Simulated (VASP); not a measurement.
# Tb: single point with PBE

Crystal: Tb.

```
CELL_PARAMETERS angstrom
-2.02990 2.02990 2.02990
2.02990 -2.02990 2.02990
2.02990 2.02990 -2.02990
ATOMIC_POSITIONS crystal
Tb 0.00000 0.00000 0.00000
```

This isn't the form of Tb at room conditions, which is hcp.

| Property | Result |
| --- | --- |
| Program | VASP 6.6.1 |
| Task | single point |
| Functional | PBE |
| Potentials or basis | VASP PAW PBE potentials, release 64 (Tb) |
| Cutoff | 520 eV |
| k mesh | 13 × 13 × 13 |
| Occupations | fermi-dirac, width 0.05 eV |
| Spin | collinear spin, ferromagnetic start |
| Starting moments | [6.0] μB |

- Pressure: -0.8 GPa
- Net moment: 5.86 μB per cell
- Site moments: Tb +5.66 μB
- Valence electrons inside the program's atomic spheres: Tb 16.31

Levels at points of the mesh, in eV from the Fermi level:
Spin up:
```csv
k point,band 10,band 11,band 12,band 13,band 14,band 15
"(0.00, 0.00, 0.00)",-3.81,-3.81,-3.81,1.71,1.71,1.71
```
Spin down:
```
           k point  band 4  band 5  band 6  band 7  band 8  band 9
(0.00, 0.00, 0.00)  -20.61   -4.63   -0.09   -0.09   -0.09    0.69
```

Run time: 4.9 min on 1 thread of Intel(R) Xeon(R) Platinum 8488C (Sapphire Rapids), with other jobs on the host, peak memory 0.24 GiB.

Caveat: the magnetic or orbital state may not be the lowest; spin-orbit coupling is left out, which moves the levels of the heavy elements; semilocal functionals describe open f shells poorly, which spoils levels, moments and volumes. The state reached can hang on the start; a lower one may exist.
